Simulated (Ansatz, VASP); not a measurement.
AlNi in VASP and in Ansatz

```
Ni Al
1.0
     2.88100    0.00000    0.00000
     0.00000    2.88100    0.00000
     0.00000    0.00000    2.82338
Ni Al
1 1
Direct
  0.50000 0.50000 0.50000
  0.00000 0.00000 0.00000
```

Alike in both runs: functional PBEsol; k mesh 8 × 8 × 8; occupations fermi-dirac, width 0.05 eV; collinear spin.

```csv
,VASP,Ansatz
version,VASP 6.6.1,Ansatz 0.2.0
potentials or method,"VASP PAW PBE potentials, release 64 (Ni, Al)",Ansatz PAW
plane-wave cutoff (eV),520,420
valence electrons in the cell,13,21
task,single point,band structure
```

```tsv
	VASP	Ansatz	Ansatz less VASP
gap on the k mesh at the Fermi level (eV)	none	none	-
pressure (GPa)	0.5	0.3	-0.27
traceless stress, the component that is largest in VASP (GPa)	0.70	0.66	-0.042
net moment per atom (μB)	0.00	0.00	0.000
```

VASP's potentials were made for PBE, not for PBEsol. A gap of «none» marks a metal or a gap that the smearing closes. VASP's potentials hold 13 valence electrons a cell and Ansatz's 21, so a difference there can come from the potentials and not from the codes.
